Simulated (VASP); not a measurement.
Wanted: the native input for a VASP 6.6.1 run.

| Quantity | Value |
| --- | --- |
| Task | relaxation of cell and atoms |
| Functional | r2SCAN |
| Potentials or basis | VASP PAW PBE potentials, release 64 (Sb) |
| Cutoff | 600 eV |
| k mesh | 14 × 14 × 14 |
| Occupations | gaussian, width 0.1 eV |
| Spin | no spin polarisation |
| Target pressure | 20 GPa |
| Dipole correction | no |
| Further INCAR settings | ALGO = Normal; EDIFF = 1e-06; IBRION = 2; EDIFFG = -0.02; NSW = 80; ISIF = 3 |

Crystal: Sb.

```
CELL_PARAMETERS angstrom
3.16000 0.00000 0.00000
0.00000 3.16000 0.00000
0.00000 0.00000 3.16000
ATOMIC_POSITIONS crystal
Sb 0.00000 0.00000 0.00000
```

This isn't the form of Sb at room conditions, which is rhombohedral.

One way to write it, as run:

POSCAR

```
Sb
1.0
    3.1600000000      0.0000000000      0.0000000000
    0.0000000000      3.1600000000      0.0000000000
    0.0000000000      0.0000000000      3.1600000000
Sb
1
Direct
    0.0000000000      0.0000000000      0.0000000000
```

INCAR.step1

```
PREC = Accurate
ENCUT = 600
ISMEAR = 0
SIGMA = 0.1
LREAL = False
LASPH = True
NELM = 100
GGA = PE
ALGO = Normal
EDIFF = 1E-4
LWAVE = True
LCHARG = False
```

INCAR.step2

```
PREC = Accurate
ENCUT = 600
EDIFF = 1E-6
ISMEAR = 0
SIGMA = 0.1
LREAL = False
LASPH = True
NELM = 100
ALGO = Normal
ISIF = 3
LWAVE = False
LCHARG = False
METAGGA = R2SCAN
LMIXTAU = True
IBRION = 2
NSW = 80
EDIFFG = -0.02
PSTRESS = 200.0
ISTART = 1
```

KPOINTS

```
regular mesh
0
Gamma
  14 14 14
```

Potentials or basis: VASP PAW PBE potentials, release 64 (Sb).

Launch:

```bash
$ cat potpaw_PBE.64/Sb/POTCAR > POTCAR
$ cp INCAR.step1 INCAR
$ mpirun -np 1 vasp_std > vasp.out
$ cp INCAR.step2 INCAR
$ mpirun -np 1 vasp_std > vasp.out
```

It gave:

- Relaxed volume: 23.97 Å³/atom
- Relaxed cell: a = 2.883 Å, b = 2.883 Å, c = 2.883 Å, α = 90.00°, β = 90.00°, γ = 90.00°
- Space group after relaxing (to 0.1 Å): Pm-3m (No. 221)
- Energy change on relaxing (the run minimises the enthalpy): +251.8 meV/atom
- Ionic steps: 5
- Pressure after relaxing: 20.1 GPa
- Band gap on the k mesh: zero (an odd number of electrons rules out a gap without spin polarisation)

Caveat: the cell is relaxed towards a set pressure, so the run minimises the enthalpy, not the energy; the volume moved by over 15 % at a fixed basis, so the end points are rough; the PAW data sets were made with another functional, which shifts forces and pressure a little; spin-orbit coupling is left out, which moves the levels of the heavy elements.

Wall time 2.6 min on 1 thread of Intel(R) Xeon(R) 6975P-C (Granite Rapids), with other jobs on the host, peak memory 0.2 GiB.
